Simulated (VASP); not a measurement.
Set up this calculation in VASP 6.6.1, as the native input.

| Item | Value |
| --- | --- |
| Task | relaxation of cell and atoms |
| Functional | PBE |
| Potentials or basis | VASP PAW PBE potentials, release 64 (Si, C) |
| Cutoff | 600 eV |
| k mesh | 9 × 9 × 9 |
| Occupations | gaussian, width 0.01 eV |
| Spin | no spin polarisation |
| Target pressure | 2 GPa |
| Dipole correction | no |
| Further INCAR settings | ALGO = Normal; EDIFF = 1e-06; IBRION = 2; EDIFFG = -0.005; NSW = 80; ISIF = 3 |

The structure of SiC (Moissanite 3C) lies in POSCAR:

```
SiC
1.0
    0.0000000000      2.1790000000      2.1790000000
    2.1790000000      0.0000000000      2.1790000000
    2.1790000000      2.1790000000      0.0000000000
Si C
1 1
Direct
    0.0000000000      0.0000000000      0.0000000000
    0.2500000000      0.2500000000      0.2500000000
```

The input as run:

INCAR

```
SYSTEM = SiC
  ALGO = Normal
  EDIFF = 1E-6
  EDIFFG = -0.005
  ENCUT = 600
  GGA = PE
  IBRION = 2
  ISIF = 3
  ISMEAR = 0
  LASPH = .True.
  LCHARG = .False.
  LREAL = .False.
  LWAVE = .False.
  NELM = 100
  NSW = 80
  PREC = Accurate
  PSTRESS = 20.0
  SIGMA = 0.01
```

KPOINTS

```
k-points
0
Gamma
  9 9 9
  0 0 0
```

Potentials or basis: VASP PAW PBE potentials, release 64 (Si, C).

The run is started by

```sh
$ cat potpaw_PBE.64/Si/POTCAR potpaw_PBE.64/C/POTCAR > POTCAR
$ mpirun -np 1 vasp_std > vasp.out
```

Results of the run:

```json
{
  "Relaxed volume": "10.40 Å³/atom",
  "Relaxed cell": "a = 3.086 Å, b = 3.086 Å, c = 3.086 Å, α = 60.00°, β = 60.00°, γ = 60.00°",
  "Space group after relaxing (to 0.05 Å)": "F-43m (No. 216)",
  "Energy change on relaxing (the enthalpy is what falls)": "-0.8 meV/atom",
  "Ionic steps": "3",
  "Pressure after relaxing": "2.0 GPa",
  "Band gap on the k mesh": "1.51 eV, indirect (least direct gap 4.62 eV)"
}
```

Caveat: the cell is relaxed towards a set pressure, so the enthalpy falls and the energy may rise.

Run time: 24 s on 1 thread of Intel Xeon 8259CL, with other jobs on the host, peak memory 0.15 GiB.
